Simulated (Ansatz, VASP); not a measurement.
# Two plane-wave programs on GaCo3

```
CELL_PARAMETERS angstrom
3.59899 0.00000 0.00000
0.00000 3.59899 0.00000
-1.79949 -1.79949 3.44843
ATOMIC_POSITIONS crystal
Ga 0.00000 0.00000 0.00000
Co 0.25000 0.75000 0.50000
Co 0.75000 0.25000 0.50000
Co 0.50000 0.50000 0.00000
```

Alike in both runs: task single point; functional LDA; k mesh 10 × 10 × 10; occupations gaussian, width 0.05 eV; collinear spin.

```csv
,VASP,Ansatz
version,VASP 6.6.1,Ansatz 0.2.0
potentials or method,"VASP PAW LDA potentials, release 64 (Ga_d, Co), cutoff 520 eV","scalar-relativistic, plane waves, PAW"
valence electrons in the cell,40,64
```

|  | VASP | Ansatz | Ansatz less VASP |
| --- | --- | --- | --- |
| gap on the k mesh at the Fermi level (eV) | none | none | - |
| pressure (GPa) | -11.2 | -11.0 | +0.18 |
| traceless stress, the component that is largest in VASP (GPa) | -0.50 | -0.47 | +0.034 |
| net moment per atom (μB) | 0.88 | 0.89 | +0.019 |
| size of the moment on the site where the two differ most (μB) | 1.39 | 1.45 | +0.063 |

LDA's correlation is that of Perdew and Zunger in VASP and of Perdew and Wang (1992) in Ansatz. Site moments also hang on the region over which each program counts them. A gap of «none» marks a metal or a gap that the smearing closes. VASP's potentials hold 40 valence electrons a cell and Ansatz's 64, so a difference there can come from the potentials and not from the codes.
